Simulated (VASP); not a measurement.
# BaTiO3 (P4mm) in VASP: a series of runs

Runs on BaTiO3. Level: PBEsol. Tasks: single point.

Everything below comes from runs of VASP 6.6.1. Logs are shortened: lines on timing, memory, paths and dates and some standing lists are left out, and cuts for length are marked.

### 1 The cell of the first run

The structure is tetragonal, space group P4mm (No. 99). The conventional cell has a = 3.896 Å, b = 3.896 Å, c = 4.080 Å, α = 90.00°, β = 90.00°, γ = 90.00°. Ba (site symmetry 4mm) has 12 O at 2.76 to 2.88 Å and 8 Ti at 3.39 to 3.47 Å within 3.6 Å. Within 2.5 Å of Ti (site symmetry 4mm) lie 6 O at 1.86 to 2.22 Å. O (site symmetry 2mm) has 2 Ti at 1.95 Å within 2.6 Å. Within 2.5 Å of O (site symmetry 4mm) lie 2 Ti at 1.86 to 2.22 Å.

### 2 Single point, PBEsol (biaxial strain in the a-b plane: -1.5 %)

INCAR

```
SYSTEM = BaTiO3
ALGO = Normal ; EDIFF = 1E-6
ENCUT = 520 ; GGA = PS
ISIF = 2 ; ISMEAR = 0
LASPH = .TRUE. ; LCHARG = .FALSE.
LREAL = .FALSE. ; LWAVE = .FALSE.
NBANDS = 28 ; NELM = 80
PREC = Accurate ; SIGMA = 0.02
```

KPOINTS

```
k-points
0
G
  8 8 8
  0 0 0
```

POSCAR

```
BaTiO3
1.0
    3.8961561849      0.0000000000      0.0000000000
    0.0000000000      3.8961561849      0.0000000000
    0.0000000000      0.0000000000      4.0804359626
Ba Ti O
1 1 3
Direct
    0.5000000000      0.5000000000      0.5825208317
    0.0000000000      0.0000000000      0.0977311502
    0.0000000000      0.5000000000      0.0634795547
    0.5000000000      0.0000000000      0.0634795547
    0.0000000000      0.0000000000      0.5527858987
```

Potentials or basis: VASP PAW PBE potentials, release 64 (Ba_sv, Ti_sv, O).

Launch:

```console
$ cat potpaw_PBE.64/Ba_sv/POTCAR potpaw_PBE.64/Ti_sv/POTCAR potpaw_PBE.64/O/POTCAR > POTCAR
$ mpirun -np 1 vasp_std > vasp.out
```

OUTCAR:

```text
SYSTEM = BaTiO3
   EDIFF = 1E-6
   ENCUT = 520
   GGA = PS
   ISIF = 2
   ISMEAR = 0
   LASPH = .TRUE.
   LREAL = .FALSE.
   NELM = 80
   PREC = Accurate

 ion  position               nearest neighbor table
   1  0.500  0.500  0.583-   5 2.76   5 2.76   5 2.76   5 2.76   4 2.77   3 2.77   3 2.77   4 2.77
                             3 2.88   4 2.88   3 2.88   4 2.88   2 3.39   2 3.39   2 3.39   2 3.39
   2  0.000  0.000  0.098-   5 1.86   4 1.95   3 1.95   3 1.95   4 1.95   5 2.22   1 3.39   1 3.39
                             1 3.39   1 3.39   1 3.47   1 3.47   1 3.47   1 3.47
   3  0.000  0.500  0.063-   2 1.95   2 1.95   1 2.77   1 2.77   1 2.88   1 2.88
   4  0.500  0.000  0.063-   2 1.95   2 1.95   1 2.77   1 2.77   1 2.88   1 2.88
   5  0.000  0.000  0.553-   2 1.86   2 2.22   1 2.76   1 2.76   1 2.76   1 2.76

  LATTYP: Found a simple tetragonal cell.
 ALAT       =     3.8961561849
 C/A-ratio  =     1.0472978415

  Lattice vectors:

 A1 = (   3.8961561849,   0.0000000000,   0.0000000000)
 A2 = (   0.0000000000,   3.8961561849,   0.0000000000)
 A3 = (   0.0000000000,   0.0000000000,   4.0804359626)

Analysis of symmetry for initial positions (statically):
=====================================================================
 Subroutine PRICEL returns:
 Original cell was already a primitive cell.

 Routine SETGRP: Setting up the symmetry group for a
 simple tetragonal supercell.

 Subroutine GETGRP returns: Found  8 space group operations
 (whereof  8 operations were pure point group operations)
 out of a pool of 16 trial point group operations.

The static configuration has the point symmetry C_4v.

Analysis of symmetry for dynamics (positions and initial velocities):
=====================================================================
 Subroutine PRICEL returns:
 Original cell was already a primitive cell.

 Routine SETGRP: Setting up the symmetry group for a
 simple tetragonal supercell.

 Subroutine GETGRP returns: Found  8 space group operations
 (whereof  8 operations were pure point group operations)
 out of a pool of 16 trial point group operations.

The dynamic configuration has the point symmetry C_4v.

 Subroutine INISYM returns: Found  8 space group operations
 (whereof  8 operations are pure point group operations),
 and found     1 'primitive' translations

----------------------------------------------------------------------------------------

                                     Primitive cell

  volume of cell :      61.9412

  direct lattice vectors                    reciprocal lattice vectors
     3.896156185  0.000000000  0.000000000     0.256663222  0.000000000  0.000000000
     0.000000000  3.896156185  0.000000000     0.000000000  0.256663222  0.000000000
     0.000000000  0.000000000  4.080435963     0.000000000  0.000000000  0.245071852

  length of vectors
     3.896156185  3.896156185  4.080435963     0.256663222  0.256663222  0.245071852

  position of ions in fractional coordinates (direct lattice)
     0.500000000  0.500000000  0.582520832
     0.000000000  0.000000000  0.097731150
     0.000000000  0.500000000  0.063479555
     0.500000000  0.000000000  0.063479555
     0.000000000  0.000000000  0.552785899

  ion indices of the primitive-cell ions
   primitive index   ion index
                 1           1
                 2           2
                 3           3
                 4           4
                 5           5

----------------------------------------------------------------------------------------

 KPOINTS: k-points

Automatic generation of k-mesh.
 Grid dimensions read from file:
 generate k-points for:    8    8    8

 Generating k-lattice:

  Cartesian coordinates                     Fractional coordinates (reciprocal lattice)
     0.032082903  0.000000000  0.000000000     0.125000000  0.000000000  0.000000000
     0.000000000  0.032082903  0.000000000     0.000000000  0.125000000  0.000000000
     0.000000000  0.000000000  0.030633982     0.000000000  0.000000000  0.125000000

  Length of vectors
     0.032082903  0.032082903  0.030633982

  Shift w.r.t. Gamma in fractional coordinates (k-lattice)
     0.000000000  0.000000000  0.000000000

 Subroutine IBZKPT returns following result:
 ===========================================

 Found     75 irreducible k-points:

 Following reciprocal coordinates:
            Coordinates               Weight
  0.000000  0.000000  0.000000      1.000000
  0.125000  0.000000  0.000000      4.000000
  0.250000  0.000000  0.000000      4.000000
  0.375000  0.000000  0.000000      4.000000
  0.500000  0.000000  0.000000      2.000000
  0.125000  0.125000  0.000000      4.000000
[... 16 lines left out ...]
  0.375000  0.125000  0.125000     16.000000
  0.500000  0.125000  0.125000      8.000000
 [... further k-points ...]
   k-points           NKPTS =     75   k-points in BZ     NKDIM =     75   number of bands    NBANDS=     28
   number of dos      NEDOS =    301   number of ions     NIONS =      5
   total plane-waves  NPLWV =  27000
   dimension x,y,z NGX =    30 NGY =   30 NGZ =   30
   dimension x,y,z NGXF=    60 NGYF=   60 NGZF=   60
   ions per type =               1   1   3
   NGX,Y,Z   is equivalent  to a cutoff of  12.80, 12.80, 12.22 a.u.
   NGXF,Y,Z  is equivalent  to a cutoff of  25.60, 25.60, 24.45 a.u.
 SYSTEM =  BaTiO3
   PREC   = accura    normal or accurate (medium, high low for compatibility)
   ISTART =      0    job   : 0-new  1-cont  2-samecut
   ICHARG =      2    charge: 1-file 2-atom 10-const
   ISPIN  =      1    spin polarized calculation?
   LNONCOLLINEAR =      F non collinear calculations
   LSORBIT =      F    spin-orbit coupling
   LASPH  =      T    aspherical Exc in radial PAW
   ENCUT  =  520.0 eV  38.22 Ry    6.18 a.u.   7.24  7.24  7.59*2*pi/ulx,y,z
   NELM   =     80;   NELMIN=  2; NELMDL= -5     # of ELM steps
   EDIFF  = 0.1E-05   stopping-criterion for ELM
   LREAL  =      F    real-space projection
   EDIFFG = 0.1E-04   stopping-criterion for IOM
   NSW    =      0    number of steps for IOM
   IBRION =     -1    ionic relax: 0-MD 1-quasi-New 2-CG
   NFREE  =      0    steps in history (QN), initial steepest desc. (CG)
   ISIF   =      2    stress and relaxation
   ISYM   =      2    0-nonsym 1-usesym 2-fastsym
   POTIM  = 0.5000    time-step for ionic-motion
   TEBEG  =    0.0;   TEEND  =   0.0 temperature during run
   PSTRESS=    0.0 pullay stress
   NELECT =      40.0000    total number of electrons
   NUPDOWN=      -1.0000    fix difference up-down
   EMIN   =  10.00;   EMAX   =-10.00  energy-range for DOS
   EFERMI =   0.00;   METHOD = LEGACY
   ISMEAR =     0;   SIGMA  =   0.02  broadening in eV -4-tet -1-fermi 0-gaus
   EFERMI_NEDOS =   21; number of points for ismear=-14 and -15
   IALGO  =     38    algorithm
   IMIX   =      4    mixing-type and parameters
     AMIX     =   0.40;   BMIX     =  1.00
     AMIX_MAG =   1.60;   BMIX_MAG =  1.00
  volume/ion in A,a.u.               =      12.39        83.60
  Fermi-wavevector in a.u.,A,eV,Ry     =   1.415039  2.674036 27.243426  2.002335
  Thomas-Fermi vector in A             =   2.536519
   LORBIT       =      0    0 simple, 1 ext, 2 COOP (PROOUT), +10 PAW based schemes
   GGA     = PS    functional components
   LHFCALC =     F    Hartree Fock is set to
   AEXX    =    0.0000 exact exchange contribution
   IVDW    =     0    specifies the selected vdW correction
   LEPSILON=     F    determine dielectric tensor
   LRPA    =     F    only Hartree local field effects (RPA)
 non-spin polarized calculation
 Gauss-broadening in eV      SIGMA  =   0.02
  energy-cutoff  :      520.00
  volume of cell :       61.94
 maximum number of plane-waves:      1685
 NGX is ok and might be reduce to    30
   NGX = 15   NGY = 15   NGZ = 15

 number of electron      40.0000013 magnetization

 Free energy of the ion-electron system (eV)
  ---------------------------------------------------
  ext. energy  EPLUGINS =         0.00000000
  ---------------------------------------------------
  free energy    TOTEN  =       -41.94539853 eV

  energy without entropy =      -41.94539853  energy(sigma->0) =      -41.94539853

 E-fermi :   4.2969     XC(G=0): -11.6892

 val. band max:        4.1065706136   @ k =   0.5000   0.5000   0.5000
 cond. band min:       5.9176466119   @ k =   0.0000   0.0000   0.0000
 fundamental gap:      1.8110759983
 Fermi energy:         4.2968752166

 k-point     1 :       0.0000    0.0000    0.0000
  band No.  band energies     occupation
      1     -52.0829      2.00000
      2     -28.4897      2.00000
      3     -28.4390      2.00000
      4     -28.4390      2.00000
      5     -20.7576      2.00000
      6     -12.9419      2.00000
[... 20 lines left out ...]
     27       9.1720      0.00000
     28      11.4991      0.00000

 k-point     2 :       0.1250    0.0000    0.0000
  band No.  band energies     occupation
      1     -52.0827      2.00000
      2     -28.4893      2.00000
      3     -28.4505      2.00000
      4     -28.4386      2.00000
      5     -20.7342      2.00000
      6     -12.9431      2.00000
[... 20 lines left out ...]
     27       9.5064      0.00000
     28      11.8977      0.00000

 k-point     3 :       0.2500    0.0000    0.0000
  band No.  band energies     occupation
      1     -52.0821      2.00000
      2     -28.4882      2.00000
      3     -28.4779      2.00000
      4     -28.4375      2.00000
      5     -20.6766      2.00000
      6     -13.0187      2.00000
[... 20 lines left out ...]
     27      10.3303      0.00000
     28      12.4039      0.00000

 k-point     4 :       0.3750    0.0000    0.0000
  band No.  band energies     occupation
      1     -52.0815      2.00000
      2     -28.5053      2.00000
      3     -28.4869      2.00000
      4     -28.4364      2.00000
      5     -20.6174      2.00000
      6     -13.1551      2.00000
[... 20 lines left out ...]
     27      11.2918      0.00000
     28      12.2657      0.00000

 k-point     5 :       0.5000    0.0000    0.0000
  band No.  band energies     occupation
      1     -52.0813      2.00000
      2     -28.5165      2.00000
      3     -28.4864      2.00000
      4     -28.4360      2.00000
      5     -20.5925      2.00000
      6     -13.2199      2.00000
[... 20 lines left out ...]
     27      11.7940      0.00000
     28      12.2094      0.00000

 k-point     6 :       0.1250    0.1250    0.0000
  band No.  band energies     occupation
      1     -52.0824      2.00000
      2     -28.4888      2.00000
      3     -28.4503      2.00000
      4     -28.4496      2.00000
      5     -20.7120      2.00000
      6     -12.9286      2.00000
[... 463 lines left out ...]
      5     -20.6966      2.00000
      6     -12.9329      2.00000
[... 20 lines left out ...]
     27      10.0349      0.00000
     28      12.1238      0.00000

 k-point    22 :       0.2500    0.1250    0.1250
  band No.  band energies     occupation
      1     -52.0817      2.00000
      2     -28.4943      2.00000
      3     -28.4769      2.00000
      4     -28.4485      2.00000
      5     -20.6444      2.00000
      6     -12.9352      2.00000
[... 20 lines left out ...]
     27      10.7362      0.00000
     28      12.4334      0.00000

 k-point    23 :       0.3750    0.1250    0.1250
  band No.  band energies     occupation
      1     -52.0811      2.00000
      2     -28.5041      2.00000
      3     -28.4928      2.00000
      4     -28.4473      2.00000
      5     -20.5910      2.00000
      6     -13.0162      2.00000
[... 20 lines left out ...]
     27      11.6543      0.00000
     28      12.7044      0.00000

 k-point    24 :       0.5000    0.1250    0.1250
  band No.  band energies     occupation
      1     -52.0809      2.00000
      2     -28.5152      2.00000
      3     -28.4924      2.00000
      4     -28.4468      2.00000
      5     -20.5684      2.00000
      6     -13.0632      2.00000
[... 20 lines left out ...]
     27      12.0579      0.00000
     28      12.8602      0.00000

 [... further k-points ...]
[... 5 lines left out ...]
  --------------------------------------------------------------------------------------
  -------------------------------------------------------------------------------------
  Total        3.1039645      3.1039645      1.0017854      0.0000000      0.0000000      0.0000000
  in kB       80.2875209     80.2875209     25.9123017      0.0000000      0.0000000      0.0000000
  external PRESSURE =      62.1624478 kB  Pullay stress =       0.0000000 kB

 VOLUME and BASIS-vectors are now :
 -----------------------------------------------------------------------------
  energy-cutoff  :      520.00
  volume of cell :       61.94
      direct lattice vectors                 reciprocal lattice vectors
     3.896156185  0.000000000  0.000000000     0.256663222  0.000000000  0.000000000
     0.000000000  3.896156185  0.000000000     0.000000000  0.256663222  0.000000000
     0.000000000  0.000000000  4.080435963     0.000000000  0.000000000  0.245071852

 POSITION                                       TOTAL-FORCE (eV/Angst)
 -----------------------------------------------------------------------------------
      1.94808      1.94808      2.37694         0.000000     -0.000000     -0.029424
      0.00000      0.00000      0.39879         0.000000      0.000000      0.112340
      0.00000      1.94808      0.25902         0.000000     -0.000000     -0.014821
      1.94808      0.00000      0.25902         0.000000      0.000000     -0.014821
      0.00000      0.00000      2.25561         0.000000     -0.000000     -0.053273
 -----------------------------------------------------------------------------------
    total drift:                                0.000000      0.000000      0.000936

  FREE ENERGIE OF THE ION-ELECTRON SYSTEM (eV)
  ---------------------------------------------------
  free  energy   TOTEN  =       -41.9453985323 eV

  energy  without entropy=      -41.9453985323  energy(sigma->0) =      -41.94539853
```

It took 3.6 min on 1 thread of Intel Xeon 8259CL, shared host; peak memory 0.26 GiB.

What came out:

| Property | Result |
| --- | --- |
| Free energy | -41.9454 eV |
| Pressure | 6.2 GPa |
| Largest force | 0.112 eV/Å |
| Band gap on the k mesh | 1.81 eV (least direct gap 2.25 eV) |

Forces on the atoms (eV/Å):
```
Ba   0.000  0.000 -0.029
Ti   0.000  0.000  0.112
O    0.000  0.000 -0.015
O    0.000  0.000 -0.015
O    0.000  0.000 -0.053
```

Stress tensor (GPa, compression positive):
```
8.03 0.00 0.00
0.00 8.03 0.00
0.00 0.00 2.59
```

Caveat: the cell differs from its parent crystal (biaxial strain in the a-b plane: -1.5 %); the stress differs along the axes, from 3 to 8 GPa; the PAW data sets were made with another functional, which shifts forces and pressure a little; spin-orbit coupling is left out, which moves the levels of the heavy elements. A k mesh can miss the band edges.

(Part 1 of 2 ends here.)
